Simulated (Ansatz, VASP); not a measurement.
## Two plane-wave programs on TiO2

```
CELL_PARAMETERS angstrom
4.59400 0.00000 0.00000
0.00000 4.59400 0.00000
0.00000 0.00000 2.92941
ATOMIC_POSITIONS crystal
Ti 0.00000 0.00000 0.00000
Ti 0.50000 0.50000 0.50000
O 0.30383 0.30383 0.00000
O 0.19617 0.80383 0.50000
O 0.69617 0.69617 0.00000
O 0.80383 0.19617 0.50000
```

Change from the starting cell: z stretched by -1 %, ions relaxed.

Alike in both runs: functional PBE; k mesh 7 × 7 × 10; occupations fermi-dirac, width 0.02 eV; no spin polarisation.

Ansatz relaxed the structure, and its values are those at the end. VASP's run is a single point on that final structure, the one shown.

|  | VASP | Ansatz |
| --- | --- | --- |
| version | VASP 6.6.1 | Ansatz 0.2.0 |
| potentials or method | VASP PAW PBE potentials, release 64 (Ti_sv, O) | plane-wave PAW, scalar-relativistic |
| plane-wave cutoff (eV) | 520 | 420 |
| valence electrons in the cell | 48 | 48 |

```csv
,VASP,Ansatz,Ansatz less VASP
gap on the k mesh at the Fermi level (eV),1.86,1.89,+0.027
pressure (GPa),8.4,7.7,-0.70
rms of the force components (eV/Å),0.013,0.000,-0.0128
```

The functional is the same, so the differences come from potentials, cutoffs and numerics. Ansatz's warnings: stress scf threshold loose.
